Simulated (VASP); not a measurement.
# BaO (Fm-3m) in VASP: single point with PBEsol

Aim: the single point of BaO with PBEsol.

Program: VASP 6.6.1. These are calculated values, not measurements. Logs are shortened: lines on timing, memory, paths and dates and some standing lists are left out, and cuts for length are marked.

**1. The cell of the first run**

The structure is cubic, space group Fm-3m (No. 225). The conventional cell has a = 5.500 Å, b = 5.500 Å, c = 5.500 Å, α = 90.00°, β = 90.00°, γ = 90.00°. Within 3.6 Å of Ba (site symmetry m-3m) lie 6 O at 2.75 Å. Within 3.6 Å of O (site symmetry m-3m) lie 6 Ba at 2.75 Å.

**2. Single point, PBEsol**

File INCAR:

```
PREC = Accurate
ENCUT = 1340
EDIFF = 1E-6
ISMEAR = 0
SIGMA = 0.02
LREAL = F
LASPH = T
NELM = 120
ALGO = Normal
ISIF = 2
LWAVE = F
LCHARG = F
GGA = PS
NBANDS = 15
GGA_COMPAT = F
```

File KPOINTS:

```
Automatic mesh
0
Gamma
  12 12 12
```

File POSCAR:

```
BaO
1.0
    0.0000000000      2.7500000000      2.7500000000
    2.7500000000      0.0000000000      2.7500000000
    2.7500000000      2.7500000000      0.0000000000
Ba O
1 1
Direct
    0.0000000000      0.0000000000      0.0000000000
    0.5000000000      0.5000000000      0.5000000000
```

Potentials or basis: VASP PAW PBE potentials, release 64 (Ba_sv, O_h).

Launch:

```bash
$ cat potpaw_PBE.64/Ba_sv/POTCAR potpaw_PBE.64/O_h/POTCAR > POTCAR
$ mpirun -np 1 vasp_std > vasp.out
```

OUTCAR:

```text
PREC = Accurate
   ENCUT = 1340
   EDIFF = 1E-6
   ISMEAR = 0
   LREAL = F
   LASPH = T
   NELM = 120
   ISIF = 2
   GGA = PS

 ion  position               nearest neighbor table
   1  0.000  0.000  0.000-   2 2.75   2 2.75   2 2.75   2 2.75   2 2.75   2 2.75
   2  0.500  0.500  0.500-   1 2.75   1 2.75   1 2.75   1 2.75   1 2.75   1 2.75

  LATTYP: Found a face centered cubic cell.
 ALAT       =     5.5000000000

  Lattice vectors:

 A1 = (   0.0000000000,   2.7500000000,   2.7500000000)
 A2 = (   2.7500000000,   0.0000000000,   2.7500000000)
 A3 = (   2.7500000000,   2.7500000000,   0.0000000000)

Analysis of symmetry for initial positions (statically):
=====================================================================
 Subroutine PRICEL returns:
 Original cell was already a primitive cell.

 Routine SETGRP: Setting up the symmetry group for a
 face centered cubic supercell.

 Subroutine GETGRP returns: Found 48 space group operations
 (whereof 48 operations were pure point group operations)
 out of a pool of 48 trial point group operations.

The static configuration has the point symmetry O_h .

Analysis of symmetry for dynamics (positions and initial velocities):
=====================================================================
 Subroutine PRICEL returns:
 Original cell was already a primitive cell.

 Routine SETGRP: Setting up the symmetry group for a
 face centered cubic supercell.

 Subroutine GETGRP returns: Found 48 space group operations
 (whereof 48 operations were pure point group operations)
 out of a pool of 48 trial point group operations.

The dynamic configuration has the point symmetry O_h .

 Subroutine INISYM returns: Found 48 space group operations
 (whereof 48 operations are pure point group operations),
 and found     1 'primitive' translations

----------------------------------------------------------------------------------------

                                     Primitive cell

  volume of cell :      41.5938

  direct lattice vectors                    reciprocal lattice vectors
     0.000000000  2.750000000  2.750000000    -0.181818182  0.181818182  0.181818182
     2.750000000  0.000000000  2.750000000     0.181818182 -0.181818182  0.181818182
     2.750000000  2.750000000  0.000000000     0.181818182  0.181818182 -0.181818182

  length of vectors
     3.889087297  3.889087297  3.889087297     0.314918329  0.314918329  0.314918329

  position of ions in fractional coordinates (direct lattice)
     0.000000000  0.000000000  0.000000000
     0.500000000  0.500000000  0.500000000

  ion indices of the primitive-cell ions
   primitive index   ion index
                 1           1
                 2           2

----------------------------------------------------------------------------------------

 KPOINTS: Automatic mesh

Automatic generation of k-mesh.
 Grid dimensions read from file:
 generate k-points for:   12   12   12

 Generating k-lattice:

  Cartesian coordinates                     Fractional coordinates (reciprocal lattice)
    -0.015151515  0.015151515  0.015151515     0.083333333  0.000000000  0.000000000
     0.015151515 -0.015151515  0.015151515     0.000000000  0.083333333  0.000000000
     0.015151515  0.015151515 -0.015151515     0.000000000  0.000000000  0.083333333

  Length of vectors
     0.026243194  0.026243194  0.026243194

  Shift w.r.t. Gamma in fractional coordinates (k-lattice)
     0.000000000  0.000000000  0.000000000

 Subroutine IBZKPT returns following result:
 ===========================================

 Found     72 irreducible k-points:

 Following reciprocal coordinates:
            Coordinates               Weight
  0.000000  0.000000  0.000000      1.000000
  0.083333  0.000000  0.000000      8.000000
  0.166667  0.000000  0.000000      8.000000
  0.250000  0.000000  0.000000      8.000000
  0.333333  0.000000  0.000000      8.000000
  0.416667  0.000000  0.000000      8.000000
[... 16 lines left out ...]
  0.500000  0.166667  0.000000     24.000000
 -0.416667  0.166667  0.000000     24.000000
 [... further k-points ...]
   k-points           NKPTS =     72   k-points in BZ     NKDIM =     72   number of bands    NBANDS=     15
   number of dos      NEDOS =    301   number of ions     NIONS =      2
   total plane-waves  NPLWV = 110592
   dimension x,y,z NGX =    48 NGY =   48 NGZ =   48
   dimension x,y,z NGXF=    96 NGYF=   96 NGZF=   96
   ions per type =               1   1
   NGX,Y,Z   is equivalent  to a cutoff of  20.52, 20.52, 20.52 a.u.
   NGXF,Y,Z  is equivalent  to a cutoff of  41.04, 41.04, 41.04 a.u.
 SYSTEM =  unknown system
   PREC   = accura    normal or accurate (medium, high low for compatibility)
   ISTART =      0    job   : 0-new  1-cont  2-samecut
   ICHARG =      2    charge: 1-file 2-atom 10-const
   ISPIN  =      1    spin polarized calculation?
   LNONCOLLINEAR =      F non collinear calculations
   LSORBIT =      F    spin-orbit coupling
   LASPH  =      T    aspherical Exc in radial PAW
   ENCUT  = 1340.0 eV  98.49 Ry    9.92 a.u.  11.61 11.61 11.61*2*pi/ulx,y,z
   NELM   =    120;   NELMIN=  2; NELMDL= -5     # of ELM steps
   EDIFF  = 0.1E-05   stopping-criterion for ELM
   LREAL  =      F    real-space projection
   EDIFFG = 0.1E-04   stopping-criterion for IOM
   NSW    =      0    number of steps for IOM
   IBRION =     -1    ionic relax: 0-MD 1-quasi-New 2-CG
   NFREE  =      0    steps in history (QN), initial steepest desc. (CG)
   ISIF   =      2    stress and relaxation
   ISYM   =      2    0-nonsym 1-usesym 2-fastsym
   POTIM  = 0.5000    time-step for ionic-motion
   TEBEG  =    0.0;   TEEND  =   0.0 temperature during run
   PSTRESS=    0.0 pullay stress
   NELECT =      16.0000    total number of electrons
   NUPDOWN=      -1.0000    fix difference up-down
   EMIN   =  10.00;   EMAX   =-10.00  energy-range for DOS
   EFERMI =   0.00;   METHOD = LEGACY
   ISMEAR =     0;   SIGMA  =   0.02  broadening in eV -4-tet -1-fermi 0-gaus
   EFERMI_NEDOS =   21; number of points for ismear=-14 and -15
   IALGO  =     38    algorithm
   IMIX   =      4    mixing-type and parameters
     AMIX     =   0.40;   BMIX     =  1.00
     AMIX_MAG =   1.60;   BMIX_MAG =  1.00
  volume/ion in A,a.u.               =      20.80       140.34
  Fermi-wavevector in a.u.,A,eV,Ry     =   1.190617  2.249940 19.287200  1.417569
  Thomas-Fermi vector in A             =   2.326698
   LORBIT       =      0    0 simple, 1 ext, 2 COOP (PROOUT), +10 PAW based schemes
   GGA     = PS    functional components
   LHFCALC =     F    Hartree Fock is set to
   AEXX    =    0.0000 exact exchange contribution
   IVDW    =     0    specifies the selected vdW correction
   LEPSILON=     F    determine dielectric tensor
   LRPA    =     F    only Hartree local field effects (RPA)
 non-spin polarized calculation
 Gauss-broadening in eV      SIGMA  =   0.02
  energy-cutoff  :     1340.00
  volume of cell :       41.59
 maximum number of plane-waves:      4663
   NGX = 23   NGY = 23   NGZ = 23

 number of electron      16.0000000 magnetization

 Free energy of the ion-electron system (eV)
  ---------------------------------------------------
  ext. energy  EPLUGINS =         0.00000000
  ---------------------------------------------------
  free energy    TOTEN  =       -12.40174549 eV

  energy without entropy =      -12.40174549  energy(sigma->0) =      -12.40174549

 E-fermi :   2.2415     XC(G=0):  -9.9557

 val. band max:        2.0417694103   @ k =   0.5000   0.5000   0.0000
 cond. band min:       3.8340674278   @ k =   0.5000   0.5000   0.0000
 fundamental gap:      1.7922980175
 Fermi energy:         2.2415317207

 k-point     1 :       0.0000    0.0000    0.0000
  band No.  band energies     occupation
      1     -23.8057      2.00000
      2     -12.9510      2.00000
      3      -8.2519      2.00000
      4      -8.2519      2.00000
      5      -8.2519      2.00000
      6       1.6305      2.00000
      7       1.6305      2.00000
      8       1.6305      2.00000
      9       5.4962      0.00000
     10       6.6594      0.00000
     11       6.6594      0.00000
     12       6.6594      0.00000
     13       9.0017      0.00000
     14       9.0017      0.00000
     15      11.8085      0.00000

 k-point     2 :       0.0833    0.0000    0.0000
  band No.  band energies     occupation
      1     -23.7874      2.00000
      2     -13.0044      2.00000
      3      -8.2695      2.00000
      4      -8.2608      2.00000
      5      -8.2608      2.00000
      6       1.4583      2.00000
      7       1.5314      2.00000
      8       1.5314      2.00000
      9       5.8123      0.00000
     10       6.5763      0.00000
     11       6.7945      0.00000
     12       6.7945      0.00000
     13       9.1934      0.00000
     14       9.1934      0.00000
     15      12.2763      0.00000

 k-point     3 :       0.1667    0.0000    0.0000
  band No.  band energies     occupation
      1     -23.7367      2.00000
      2     -13.1504      2.00000
      3      -8.3157      2.00000
      4      -8.2849      2.00000
      5      -8.2849      2.00000
      6       1.0614      2.00000
      7       1.2791      2.00000
      8       1.2791      2.00000
      9       6.3637      0.00000
     10       6.7271      0.00000
     11       7.1838      0.00000
     12       7.1838      0.00000
     13       9.7149      0.00000
     14       9.7149      0.00000
     15      13.4791      0.00000
[... 343 lines left out ...]
 k-point    23 :       0.5000    0.1667    0.0000
  band No.  band energies     occupation
      1     -23.4994      2.00000
      2     -13.6149      2.00000
      3      -8.8142      2.00000
      4      -8.5680      2.00000
      5      -8.5163      2.00000
      6       0.4327      2.00000
      7       0.7877      2.00000
      8       0.8160      2.00000
      9       6.4716      0.00000
     10       8.1519      0.00000
     11       9.6593      0.00000
     12      10.2043      0.00000
     13      12.3380      0.00000
     14      12.8540      0.00000
     15      14.9675      0.00000

 k-point    24 :      -0.4167    0.1667    0.0000
  band No.  band energies     occupation
      1     -23.4939      2.00000
      2     -13.6394      2.00000
      3      -8.8835      2.00000
      4      -8.5241      2.00000
      5      -8.4592      2.00000
      6       0.2700      2.00000
      7       0.6113      2.00000
      8       1.0116      2.00000
      9       6.9120      0.00000
     10       7.9493      0.00000
     11       9.4255      0.00000
     12      10.2346      0.00000
     13      12.3083      0.00000
     14      13.4904      0.00000
     15      14.4911      0.00000

 [... further k-points ...]

------------------------ aborting loop because EDIFF is reached ----------------------------------------

  FORCE on cell =-STRESS in cart. coord.  units (eV):
  Direction    XX          YY          ZZ          XY          YZ          ZX
  --------------------------------------------------------------------------------------
  -------------------------------------------------------------------------------------
  Total        0.3641768      0.3641768      0.3641768      0.0000000     -0.0000000     -0.0000000
  in kB       14.0279670     14.0279670     14.0279670      0.0000000     -0.0000000     -0.0000000
  external PRESSURE =      14.0279670 kB  Pullay stress =       0.0000000 kB

 VOLUME and BASIS-vectors are now :
 -----------------------------------------------------------------------------
  energy-cutoff  :     1340.00
  volume of cell :       41.59
      direct lattice vectors                 reciprocal lattice vectors
     0.000000000  2.750000000  2.750000000    -0.181818182  0.181818182  0.181818182
     2.750000000  0.000000000  2.750000000     0.181818182 -0.181818182  0.181818182
     2.750000000  2.750000000  0.000000000     0.181818182  0.181818182 -0.181818182

 POSITION                                       TOTAL-FORCE (eV/Angst)
 -----------------------------------------------------------------------------------
      0.00000      0.00000      0.00000         0.000000      0.000000      0.000000
      2.75000      2.75000      2.75000        -0.000000     -0.000000     -0.000000
 -----------------------------------------------------------------------------------
    total drift:                               -0.000000     -0.000000     -0.000000

  FREE ENERGIE OF THE ION-ELECTRON SYSTEM (eV)
  ---------------------------------------------------
  free  energy   TOTEN  =       -12.4017454871 eV

  energy  without entropy=      -12.4017454871  energy(sigma->0) =      -12.40174549
```

It took 2 min on 1 thread of Intel Xeon Platinum 8375C at 2.90GHz (Ice Lake), shared host; peak memory 0.45 GiB.

Results:

```yaml
Free_energy: -12.4017 eV
Pressure: 1.4 GPa
Band_gap_on_the_k_mesh: 1.79 eV
```

Levels at points of the mesh, in eV from the valence-band top:
| k point | band 6 | band 7 | band 8 | band 9 | band 10 | band 11 |
| --- | --- | --- | --- | --- | --- | --- |
| (0.00, 0.00, 0.00) | -0.41 | -0.41 | -0.41 | 3.45 | 4.62 | 4.62 |
| (0.50, 0.00, 0.00) | -2.14 | -1.61 | -1.61 | 4.88 | 7.21 | 7.21 |
| (0.50, 0.50, 0.00) | -0.20 | -0.20 | 0.00 | 1.79 | 6.01 | 9.00 |

Caveat: the PAW data sets were made with another functional, which shifts forces and pressure a little; spin-orbit coupling is left out, which moves the levels of the heavy elements. A hybrid or GW would open this gap; PBEsol tends to underestimate it.
